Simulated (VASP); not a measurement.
**HgTe (zincblende type): single point with LDA**

HgTe (zincblende type):

```
Hg Te
1.0
     0.00000    2.77228    2.77228
     2.77228    0.00000    2.77228
     2.77228    2.77228    0.00000
Hg Te
1 1
Direct
  0.00000 0.00000 0.00000
  0.25000 0.25000 0.25000
```

This cell differs from its parent crystal: volume scaled by 0.64.

```yaml
Program: VASP 6.6.1
Task: single point
Functional: LDA
Potentials_or_basis: VASP PAW LDA potentials, release 64 (Hg, Te)
Cutoff: 520 eV
k_mesh: 11 × 11 × 11
Occupations: fermi-dirac, width 0.05 eV
Spin: no spin polarisation
```

- Pressure: 67.6 GPa
- Band gap on the k mesh: 0.31 eV, direct

Levels at points of the mesh, in eV from the valence-band top:
| k point | band 7 | band 8 | band 9 | band 10 | band 11 | band 12 |
| --- | --- | --- | --- | --- | --- | --- |
| (0.00, 0.00, 0.00) | 0.00 | 0.00 | 0.00 | 0.31 | 2.83 | 2.83 |

It took 32 s on 1 thread of Intel(R) Xeon(R) Platinum 8259CL CPU @ 2.50GHz (Skylake/Cascade Lake) (shared host), peak memory 0.17 GiB.

Caveat: spin-orbit coupling is left out, which moves the levels of the heavy elements. A k mesh can miss the band edges.
